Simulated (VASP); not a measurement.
# CsPbBr3 in VASP: a series of runs, part 2 of 2

VASP 6.6.1. The steps go on from the part before.

## Step 3: Single point, PBE

The input, INCAR:

```
SYSTEM = CsPbBr3
PREC     = Accurate       ! precision mode
ENCUT    = 520            ! plane-wave cutoff, eV
EDIFF    = 1E-7           ! SCF threshold, eV
ISMEAR   = -1             ! smearing method
SIGMA    = 0.0806         ! smearing width, eV
LREAL    = .FALSE.        ! projectors in reciprocal space
LASPH    = .TRUE.         ! aspherical terms in the spheres
NELM     = 60             ! most SCF steps
ALGO     = Normal         ! electronic algorithm
ISIF     = 2              ! what is computed and relaxed
LWAVE    = .FALSE.        ! write WAVECAR
LCHARG   = .TRUE.         ! write CHGCAR
GGA      = PE             ! functional
LELF     = .TRUE.         ! ELF
LVHAR    = .TRUE.       
NBANDS   = 30             ! bands
```

The input, KPOINTS:

```
Automatic mesh
0
G
  3 3 3
  0 0 0
```

The input, POSCAR:

```
CsPbBr3
1.0
    5.9764472750      0.0000000000      0.0000000000
    0.0000000000      5.9764472750      0.0000000000
    0.0000000000      0.0000000000      5.9764472750
Br Pb Cs
3 1 1
Direct
    0.0000000000      0.5000000000      0.5000000000
    0.5000000000      0.0000000000      0.5000000000
    0.5000000000      0.5000000000      0.0000000000
    0.5000000000      0.5000000000      0.5000000000
    0.0000000000      0.0000000000      0.0000000000
```

Potentials or basis: VASP PAW PBE potentials, release 64 (Br, Pb_d, Cs_sv).

Command:

```console
> cat potpaw_PBE.64/Br/POTCAR potpaw_PBE.64/Pb_d/POTCAR potpaw_PBE.64/Cs_sv/POTCAR > POTCAR
> mpirun -np 1 vasp_std > vasp.out
```

OUTCAR:

```text
SYSTEM = CsPbBr3
   PREC = Accurate
   ENCUT = 520
   EDIFF = 1E-7
   ISMEAR = -1
   LREAL = .FALSE.
   LASPH = .TRUE.
   NELM = 60
   ISIF = 2
   GGA = PE

 ion  position               nearest neighbor table
   1  0.000  0.500  0.500-   4 2.99   4 2.99
   2  0.500  0.000  0.500-   4 2.99   4 2.99
   3  0.500  0.500  0.000-   4 2.99   4 2.99
   4  0.500  0.500  0.500-   1 2.99   2 2.99   3 2.99   3 2.99   2 2.99   1 2.99
   5  0.000  0.000  0.000-

  LATTYP: Found a simple cubic cell.
 ALAT       =     5.9764472750

  Lattice vectors:

 A1 = (   5.9764472750,   0.0000000000,   0.0000000000)
 A2 = (   0.0000000000,   5.9764472750,   0.0000000000)
 A3 = (   0.0000000000,   0.0000000000,   5.9764472750)

Analysis of symmetry for initial positions (statically):
=====================================================================
 Subroutine PRICEL returns:
 Original cell was already a primitive cell.

 Routine SETGRP: Setting up the symmetry group for a
 simple cubic supercell.

[... 150 lines left out ...]

 E-fermi :   1.4197     XC(G=0):  -7.4183

 val. band max:       -0.4242534401   @ k =   0.3333   0.3333   0.3333
 cond. band min:       3.5301454693   @ k =   0.3333   0.3333   0.3333
 fundamental gap:      3.9543989093
 Fermi energy:         1.4197045567

 k-point     1 :       0.0000    0.0000    0.0000
  band No.  band energies     occupation
      1     -20.5619      2.00000
      2     -15.9240      2.00000
      3     -15.9240      2.00000
      4     -15.8038      2.00000
      5     -15.8038      2.00000
      6     -15.8038      2.00000
[... 121 lines left out ...]
     29       6.5875      0.00000
     30       7.0185      0.00000

------------------------ aborting loop because EDIFF is reached ----------------------------------------

  FORCE on cell =-STRESS in cart. coord.  units (eV):
  Direction    XX          YY          ZZ          XY          YZ          ZX
  --------------------------------------------------------------------------------------
  -------------------------------------------------------------------------------------
  Total       -0.0106165     -0.0106165     -0.0106165     -0.0000000     -0.0000000      0.0000000
  in kB       -0.0796826     -0.0796826     -0.0796826     -0.0000000     -0.0000000      0.0000000
  external PRESSURE =      -0.0796826 kB  Pullay stress =       0.0000000 kB

 VOLUME and BASIS-vectors are now :
 -----------------------------------------------------------------------------
  energy-cutoff  :      520.00
  volume of cell :      213.47
      direct lattice vectors                 reciprocal lattice vectors
     5.976447275  0.000000000  0.000000000     0.167323487  0.000000000  0.000000000
     0.000000000  5.976447275  0.000000000     0.000000000  0.167323487  0.000000000
     0.000000000  0.000000000  5.976447275     0.000000000  0.000000000  0.167323487

 POSITION                                       TOTAL-FORCE (eV/Angst)
 -----------------------------------------------------------------------------------
      0.00000      2.98822      2.98822         0.000000      0.000000      0.000000
      2.98822      0.00000      2.98822         0.000000      0.000000      0.000000
      2.98822      2.98822      0.00000         0.000000      0.000000      0.000000
      2.98822      2.98822      2.98822         0.000000      0.000000      0.000000
      0.00000      0.00000      0.00000         0.000000      0.000000      0.000000
 -----------------------------------------------------------------------------------
    total drift:                                0.000000     -0.000000     -0.000000

  FREE ENERGIE OF THE ION-ELECTRON SYSTEM (eV)
  ---------------------------------------------------
  free  energy   TOTEN  =       -16.0003242177 eV

  energy  without entropy=      -16.0003242176  energy(sigma->0) =      -16.00032422
```

OSZICAR:

```text
N       E                     dE             d eps       ncg     rms          rms(c)
DAV:   1     0.385502901914E+03    0.38550E+03   -0.18463E+04   240   0.129E+03
DAV:   2     0.275053213512E+02   -0.35800E+03   -0.34494E+03   292   0.295E+02
DAV:   3    -0.150090153323E+02   -0.42514E+02   -0.42209E+02   296   0.113E+02
DAV:   4    -0.165708128824E+02   -0.15618E+01   -0.15582E+01   314   0.286E+01
DAV:   5    -0.166149731190E+02   -0.44160E-01   -0.44154E-01   298   0.391E+00    0.407E+00
DAV:   6    -0.160364155368E+02    0.57856E+00   -0.89550E-01   354   0.930E+00    0.234E+00
DAV:   7    -0.159914613959E+02    0.44954E-01   -0.49913E-01   370   0.370E+00    0.104E+00
DAV:   8    -0.160013928065E+02   -0.99314E-02   -0.67469E-02   302   0.206E+00    0.202E-01
DAV:   9    -0.159998064125E+02    0.15864E-02   -0.11141E-02   354   0.831E-01    0.107E-01
DAV:  10    -0.160002378042E+02   -0.43139E-03   -0.12654E-03   264   0.184E-01    0.358E-02
DAV:  11    -0.160003242665E+02   -0.86462E-04   -0.21021E-04   276   0.974E-02    0.857E-03
DAV:  12    -0.160003242711E+02   -0.46061E-08   -0.23555E-05   352   0.465E-02    0.625E-03
DAV:  13    -0.160003240742E+02    0.19689E-06   -0.28686E-06   314   0.111E-02    0.249E-03
DAV:  14    -0.160003241858E+02   -0.11158E-06   -0.61397E-07   320   0.675E-03    0.621E-04
DAV:  15    -0.160003242177E+02   -0.31940E-07   -0.28899E-08   180   0.155E-03
   1 F= -.16000324E+02 E0= -.16000324E+02  d E =-.169799E-09
```

stdout:

```text
POSCAR found type information on POSCAR BrPbCs
 POSCAR found :  3 types and       5 ions
 scaLAPACK will be used
 LDA part: xc-table for (Slater+PW92), standard interpolation
 POSCAR, INCAR and KPOINTS ok, starting setup
 FFT: planning ... GRIDC
 FFT: planning ... GRID_SOFT
 FFT: planning ... GRID
 WAVECAR not read
 entering main loop
```

It took 32 s on 1 thread of Intel Xeon 6975P-C (Granite Rapids), shared host; peak memory 0.32 GiB.

What came out:

| Item | Value |
| --- | --- |
| Free energy | -16.0003 eV |
| Pressure | 0.0 GPa |
| Band gap on the k mesh | 3.95 eV |

Caveat: spin-orbit coupling is left out, which moves the levels of the heavy elements; an odd mesh through Γ misses points on the zone boundary, where band edges can lie.

## Step 4: Relaxation of cell and atoms, PBE

This run uses another cell than the first one, of 40.16 Å³/atom.

The input, INCAR:

```
  PREC = Accurate
  ENCUT = 600
  EDIFF = 1E-7
  ISMEAR = -1
  SIGMA = 0.0806
  LREAL = False
  LASPH = True
  NELM = 60
  ALGO = Normal
  ISIF = 3
  LWAVE = False
  LCHARG = False
  GGA = PE
  IBRION = 2
  NSW = 60
  EDIFFG = -0.01
```

The input, KPOINTS:

```
Automatic mesh
0
Gamma
  3 3 3
```

Edit POSCAR of step 3 so:

```diff
@@ -2,5 +2,5 @@
 1.0
-    5.9764472750      0.0000000000      0.0000000000
-    0.0000000000      5.9764472750      0.0000000000
-    0.0000000000      0.0000000000      5.9764472750
+    5.8558460000      0.0000000000      0.0000000000
+    0.0000000000      5.8558460000      0.0000000000
+    0.0000000000      0.0000000000      5.8558460000
 Br Pb Cs
```

Command:

```console
> cat potpaw_PBE.64/Br/POTCAR potpaw_PBE.64/Pb_d/POTCAR potpaw_PBE.64/Cs_sv/POTCAR > POTCAR
> mpirun -np 1 vasp_std > vasp.out
```

Wall time 63 s (1 thread of Intel Xeon 6975P-C (Granite Rapids), shared host); peak memory 0.34 GiB.

The run converged. Its results:

```yaml
Free_energy: -15.9995 eV
Relaxed_volume: 42.72 Å³/atom
Relaxed_cell: a = 5.978 Å, b = 5.978 Å, c = 5.978 Å, α = 90.00°, β = 90.00°, γ = 90.00°
Space_group_after_relaxing_to_0.1_Å: Pm-3m (No. 221)
Energy_gained_by_relaxing: 9.8 meV/atom
Ionic_steps: 3
Pressure_after_relaxing: 0.0 GPa
Band_gap_on_the_k_mesh: 3.95 eV
```

Step by step:
| step | energy change (eV) | largest force (eV/Å) | pressure (GPa) | volume (Å³) |
| --- | --- | --- | --- | --- |
| 1 | 0.0000 | 0.0000 | 1.32 | 200.80 |
| 2 | -0.0469 | 0.0000 | 0.26 | 210.57 |
| 3 | -0.0492 | 0.0000 | -0.01 | 213.59 |

Final structure:
```
Br Pb Cs
1.0
     5.97757    0.00000    0.00000
     0.00000    5.97757    0.00000
     0.00000    0.00000    5.97757
Br Pb Cs
3 1 1
Direct
  0.00000 0.50000 0.50000
  0.50000 0.00000 0.50000
  0.50000 0.50000 0.00000
  0.50000 0.50000 0.50000
  0.00000 0.00000 0.00000
```

Levels at points of the mesh, in eV from the valence-band top:
| k point | band 19 | band 20 | band 21 | band 22 | band 23 | band 24 | band 25 | band 26 |
| --- | --- | --- | --- | --- | --- | --- | --- | --- |
| (0.00, 0.00, 0.00) | -0.69 | -0.60 | -0.60 | -0.60 | 4.37 | 5.55 | 5.55 | 6.29 |

Caveat: spin-orbit coupling is left out, which moves the levels of the heavy elements; an odd mesh through Γ misses points on the zone boundary, where band edges can lie. As with any semilocal functional, this PBE gap is likely too small.

## Step 5: Single point, PBE

The input, INCAR:

```
SYSTEM = CsPbBr3
ALGO     = Normal         ! electronic algorithm
EDIFF    = 1E-6           ! SCF threshold, eV
ENCUT    = 520            ! plane-wave cutoff, eV
GGA      = PE             ! functional
ISIF     = 2              ! what is computed and relaxed
ISMEAR   = -1             ! smearing method
ISYM     = 0            
LASPH    = .TRUE.         ! aspherical terms in the spheres
LCHARG   = .TRUE.         ! write CHGCAR
LELF     = .TRUE.         ! ELF
LREAL    = .FALSE.        ! projectors in reciprocal space
LVHAR    = .TRUE.       
LWAVE    = .FALSE.        ! write WAVECAR
NBANDS   = 30             ! bands
NELM     = 100            ! most SCF steps
PREC     = Accurate       ! precision mode
SIGMA    = 0.0806         ! smearing width, eV
```

The input, KPOINTS:

```
k-points
0
G
  3 3 3
  0 0 0
```

The input, POSCAR:

```
CsPbBr3
1.0
    5.9765296688     -0.0000325807      0.0000359833
   -0.0000325807      5.9765213678      0.0000971847
    0.0000359833      0.0000971847      5.9765245732
Br Pb Cs
3 1 1
Direct
    0.0000672316      0.5002323609      0.5003773746
    0.4999667743      0.0005436641      0.5005337907
    0.4998142961      0.5006756333      0.0005920165
    0.5000961711      0.5005652676      0.5006090513
    0.0010310522      0.0010179695      0.0013443138
```

Command:

```console
> cat potpaw_PBE.64/Br/POTCAR potpaw_PBE.64/Pb_d/POTCAR potpaw_PBE.64/Cs_sv/POTCAR > POTCAR
> mpirun -np 1 vasp_std > vasp.out
```

Run time: 64 s. Hardware: 1 thread of Intel Xeon 6975P-C (Granite Rapids), shared host; peak memory 0.34 GiB.

It converged, with:

| Quantity | Value |
| --- | --- |
| Free energy | -16.0003 eV |
| Pressure | 0.0 GPa |
| Band gap on the k mesh | 3.95 eV |

Levels at points of the mesh, in eV from the valence-band top:
```
           k point  band 19  band 20  band 21  band 22  band 23  band 24  band 25  band 26
(0.00, 0.00, 0.00)    -0.69    -0.60    -0.60    -0.60     4.37     5.55     5.55     6.29
```

Caveat: spin-orbit coupling is left out, which moves the levels of the heavy elements.

## Step 6: Relaxation of cell and atoms, PBE

This run uses another cell than the first one, of 40.16 Å³/atom.

The input, INCAR:

```
SYSTEM = CsPbBr3
PREC = Accurate ; ENCUT = 600
EDIFF = 1E-7 ; ISMEAR = -1
SIGMA = 0.0806 ; LREAL = .False.
LASPH = .True. ; NELM = 100
ALGO = Normal ; ISIF = 3
LWAVE = .False. ; LCHARG = .False.
GGA = PE ; IBRION = 2
NSW = 60 ; EDIFFG = -0.01
ISYM = 0
```

The input, KPOINTS:

```
Automatic mesh
0
Gamma
  3 3 3
  0 0 0
```

The input, POSCAR:

```
CsPbBr3
1.0
    5.8558460000      0.0000000000      0.0000000000
    0.0000000000      5.8558460000      0.0000000000
    0.0000000000      0.0000000000      5.8558460000
Br Pb Cs
3 1 1
Direct
    0.0000000000      0.5000000000      0.5000000000
    0.5000000000      0.0000000000      0.5000000000
    0.5000000000      0.5000000000      0.0000000000
    0.5000000000      0.5000000000      0.5000000000
    0.0000000000      0.0000000000      0.0000000000
```

Potentials or basis: VASP PAW PBE potentials, release 64 (Br, Pb_d, Cs_sv).

Command:

```console
> cat potpaw_PBE.64/Br/POTCAR potpaw_PBE.64/Pb_d/POTCAR potpaw_PBE.64/Cs_sv/POTCAR > POTCAR
> mpirun -np 1 vasp_std > vasp.out
```

OUTCAR:

```text
SYSTEM = CsPbBr3
   PREC = Accurate
   ENCUT = 600
   EDIFF = 1E-7
   ISMEAR = -1
   LREAL = .False.
   LASPH = .True.
   NELM = 100
   ISIF = 3
   GGA = PE
   IBRION = 2
   NSW = 60
   EDIFFG = -0.01
   ISYM = 0

 ion  position               nearest neighbor table
   1  0.000  0.500  0.500-   4 2.93   4 2.93
   2  0.500  0.000  0.500-   4 2.93   4 2.93
   3  0.500  0.500  0.000-   4 2.93   4 2.93
   4  0.500  0.500  0.500-   1 2.93   2 2.93   3 2.93   3 2.93   2 2.93   1 2.93
   5  0.000  0.000  0.000-

IMPORTANT INFORMATION: All symmetrisations will be switched off!
NOSYMM: (Re-)initialisation of all symmetry stuff for point group C_1.

----------------------------------------------------------------------------------------

                                     Primitive cell

  volume of cell :     200.8024

  direct lattice vectors                    reciprocal lattice vectors
     5.855846000  0.000000000  0.000000000     0.170769518  0.000000000  0.000000000
     0.000000000  5.855846000  0.000000000     0.000000000  0.170769518  0.000000000
     0.000000000  0.000000000  5.855846000     0.000000000  0.000000000  0.170769518

  length of vectors
     5.855846000  5.855846000  5.855846000     0.170769518  0.170769518  0.170769518
[... 113 lines left out ...]

--------------------------------------- Ionic step        1  -------------------------------------------

 number of electron      44.0000003 magnetization

 Free energy of the ion-electron system (eV)
  ---------------------------------------------------
  ext. energy  EPLUGINS =         0.00000000
  ---------------------------------------------------
  free energy    TOTEN  =       -15.95033647 eV

  energy without entropy =      -15.95033647  energy(sigma->0) =      -15.95033647

------------------------ aborting loop because EDIFF is reached ----------------------------------------

  FORCE on cell =-STRESS in cart. coord.  units (eV):
  Direction    XX          YY          ZZ          XY          YZ          ZX
  --------------------------------------------------------------------------------------
  -------------------------------------------------------------------------------------
  Total        1.6533095      1.6533006      1.6532930     -0.0000001      0.0000012      0.0000012
  in kB       13.1915494     13.1914785     13.1914176     -0.0000011      0.0000093      0.0000096
  external PRESSURE =      13.1914818 kB  Pullay stress =       0.0000000 kB
[... 65 lines left out ...]
--------------------------------------- Ionic step        3  -------------------------------------------

 number of electron      43.9999990 magnetization

 Free energy of the ion-electron system (eV)
  ---------------------------------------------------
  ext. energy  EPLUGINS =         0.00000000
  ---------------------------------------------------
  free energy    TOTEN  =       -15.99953595 eV

  energy without entropy =      -15.99953595  energy(sigma->0) =      -15.99953595

 E-fermi :   1.4676     XC(G=0):  -7.4160

 val. band max:       -0.4289105873   @ k =  -0.3333  -0.3333   0.3333
 cond. band min:       3.5250348698   @ k =   0.3333   0.3333   0.3333
 fundamental gap:      3.9539454571
 Fermi energy:         1.4676423289

 k-point     1 :       0.0000    0.0000    0.0000
  band No.  band energies     occupation
      1     -20.5660      2.00000
      2     -15.9284      2.00000
      3     -15.9284      2.00000
      4     -15.8086      2.00000
      5     -15.8086      2.00000
      6     -15.8086      2.00000
[... 427 lines left out ...]
  FREE ENERGIE OF THE ION-ELECTRON SYSTEM (eV)
  ---------------------------------------------------
  free  energy   TOTEN  =       -15.9995359527 eV

  energy  without entropy=      -15.9995359526  energy(sigma->0) =      -15.99953595

 reached required accuracy - stopping structural energy minimisation
```

CONTCAR:

```text
CsPbBr3
   1.00000000000000
     5.9775748837974199   -0.0000000151543694    0.0000000882249771
    -0.0000000098774445    5.9775742294828298    0.0000000889258783
     0.0000000872740986    0.0000000853876156    5.9775736676621767
  Br              Pb              Cs
     3     1     1
Direct
     0.0000000084353785    0.4999999981258497    0.4999999938209136
     0.4999999906803594    0.0000000000047761    0.5000000127725259
     0.5000000221296367    0.5000000006338694    0.0000000173705318
     0.4999999840870210    0.5000000052229530    0.4999999667629296
     0.9999999946676045    0.9999999960125520    0.0000000092730992

  0.00000000E+00  0.00000000E+00  0.00000000E+00
  0.00000000E+00  0.00000000E+00  0.00000000E+00
  0.00000000E+00  0.00000000E+00  0.00000000E+00
  0.00000000E+00  0.00000000E+00  0.00000000E+00
  0.00000000E+00  0.00000000E+00  0.00000000E+00
```

Wall time 2.4 min (1 thread of Intel Xeon 6975P-C (Granite Rapids), shared host); peak memory 0.37 GiB.

What came out:

```yaml
Free_energy: -15.9995 eV
Relaxed_volume: 42.72 Å³/atom
Relaxed_cell: a = 5.978 Å, b = 5.978 Å, c = 5.978 Å, α = 90.00°, β = 90.00°, γ = 90.00°
Space_group_after_relaxing_to_0.1_Å: Pm-3m (No. 221)
Energy_gained_by_relaxing: 9.8 meV/atom
Ionic_steps: 3
Pressure_after_relaxing: 0.0 GPa
Band_gap_on_the_k_mesh: 3.95 eV
```

The path:
```
step  energy change (eV)  largest force (eV/Å)  pressure (GPa)  volume (Å³)
   1              0.0000                0.0000            1.32       200.80
   2             -0.0469                0.0000            0.26       210.57
   3             -0.0492                0.0000           -0.01       213.59
```

Final structure:
```cif
data_structure
_symmetry_space_group_name_H-M 'P 1'
_symmetry_Int_Tables_number 1
_cell_length_a 5.9776
_cell_length_b 5.9776
_cell_length_c 5.9776
_cell_angle_alpha 90.000
_cell_angle_beta 90.000
_cell_angle_gamma 90.000
_cell_volume 213.59
loop_
_atom_site_label
_atom_site_type_symbol
_atom_site_fract_x
_atom_site_fract_y
_atom_site_fract_z
_atom_site_occupancy
Br1 Br 0.00000 0.50000 0.50000 1
Br2 Br 0.50000 0.00000 0.50000 1
Br3 Br 0.50000 0.50000 0.00000 1
Pb1 Pb 0.50000 0.50000 0.50000 1
Cs1 Cs 0.00000 0.00000 0.00000 1
```

Caveat: spin-orbit coupling is left out, which moves the levels of the heavy elements; an odd mesh through Γ misses points on the zone boundary, where band edges can lie.

## Step 7: Overview

| task | cell | cutoff (eV) | gap on the mesh (eV) | pressure (GPa) |
| --- | --- | --- | --- | --- |
| single point | a = 5.976 Å, 5 atoms, atomic positions A | 520 | 3.95 | 0.0 |
| relaxation of cell and atoms | relaxed from a = 5.856 Å, 5 atoms, atomic positions A | 600 | 3.95 | 0.0 |
| single point | a = 5.977 Å, 5 atoms, atomic positions B | 520 | 3.95 | 0.0 |

Alike in all rows: level PBE; potentials or basis VASP PAW PBE potentials, release 64 (Br, Pb_d, Cs_sv); no spin polarisation; k mesh 3 × 3 × 3; smearing fermi-dirac 0.0806 eV.

Caveats: spin-orbit coupling is left out, which moves the levels of the heavy elements; an odd mesh through Γ misses points on the zone boundary, where band edges can lie (at least some runs).

Total energies depend on the potentials used, so only differences within one code and one set of settings carry meaning.
